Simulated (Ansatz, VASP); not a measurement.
GeSb4Te7: VASP beside Ansatz

```
CELL_PARAMETERS angstrom
4.31771 0.00000 0.00000
-2.15885 3.73924 0.00000
0.00000 0.00000 24.80095
ATOMIC_POSITIONS crystal
Te 0.00000 0.00000 0.28102
Te 0.00000 0.00000 0.00000
Te 0.33333 0.66667 0.56861
Te 0.66667 0.33333 0.43139
Te 0.00000 0.00000 0.71898
Te 0.66667 0.33333 0.15027
Te 0.33333 0.66667 0.84973
Sb 0.66667 0.33333 0.65025
Sb 0.33333 0.66667 0.08110
Sb 0.33333 0.66667 0.34975
Sb 0.66667 0.33333 0.91890
Ge 0.00000 0.00000 0.50000
```

Alike in both runs: task single point; functional PBEsol; k mesh 7 × 7 × 2; occupations fermi-dirac, width 0.05 eV; no spin polarisation.

|  | VASP | Ansatz |
| --- | --- | --- |
| version | VASP 6.6.1 | Ansatz 0.2.0 |
| potentials or method | VASP PAW PBE potentials, release 64 (Te, Sb, Ge_d) | Ansatz PAW |
| plane-wave cutoff (eV) | 520 | 420 |
| valence electrons in the cell | 76 | 186 |

|  | VASP | Ansatz | Ansatz less VASP |
| --- | --- | --- | --- |
| gap on the k mesh at the Fermi level (eV) | 0.37 | 0.38 | +0.008 |
| least direct gap on the mesh (eV) | 0.37 | 0.38 | +0.008 |
| pressure (GPa) | -2.4 | -2.5 | -0.06 |
| traceless stress, the component that is largest in VASP (GPa) | -0.07 | -0.09 | -0.011 |
| rms of the force components (eV/Å) | 0.048 | 0.055 | +0.0078 |

VASP's potentials were made for PBE, not for PBEsol. Atom by atom the forces differ by 0.013 eV/Å (rms over components). The functional is the same, so the differences come from potentials, cutoffs and numerics. VASP's potentials hold 76 valence electrons a cell and Ansatz's 186, so a difference there can come from the potentials and not from the codes.

Spin-orbit coupling is off throughout. Noted on Ansatz's run: odd divisions of the mesh miss points on the zone boundary, where band edges often lie, so the gap on the mesh can be too wide.
